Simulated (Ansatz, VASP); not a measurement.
**InSi2B3 in VASP and in Ansatz**

```xyz
6
Lattice="3.5870 0.0000 0.0000 -1.7935 3.1065 0.0000 0.0000 0.0000 7.6588" Properties=species:S:1:pos:R:3 pbc="T T T"
In    0.0000    0.0000    0.0000
Si    1.7935    1.0355    2.4312
Si    1.7935    1.0355    5.2276
B     0.0000    0.0000    3.8294
B     0.0000    2.0710    0.0000
B     0.0000    2.0710    3.8294
```

Change from the starting cell: species swapped into the La2Al3Ge type (P-6m2, No. 187).

Alike in both runs: task relaxation of cell and atoms; functional PBE; k mesh 12 × 12 × 6; occupations gaussian, width 0.1 eV; no spin polarisation.

```csv
,VASP,Ansatz
version,VASP 6.6.1,Ansatz 0.2.0
potentials or method,"VASP PAW PBE potentials, release 64 (In_d, Si, B), cutoff 600 eV","scalar-relativistic, plane waves, PAW"
valence electrons in the cell,30,30
```

|  | VASP | Ansatz | Ansatz less VASP |
| --- | --- | --- | --- |
| gap on the k mesh at the Fermi level, each at its own relaxed structure (eV) | none | none | - |
| relaxed volume (Å³/atom) | 13.74 | 13.77 | +0.024 |
| relaxed length of the cell vector where the two differ most in proportion (Å) | 7.175 | 7.185 | +0.0100 |

A gap of «none» marks a metal or a gap that the smearing closes.
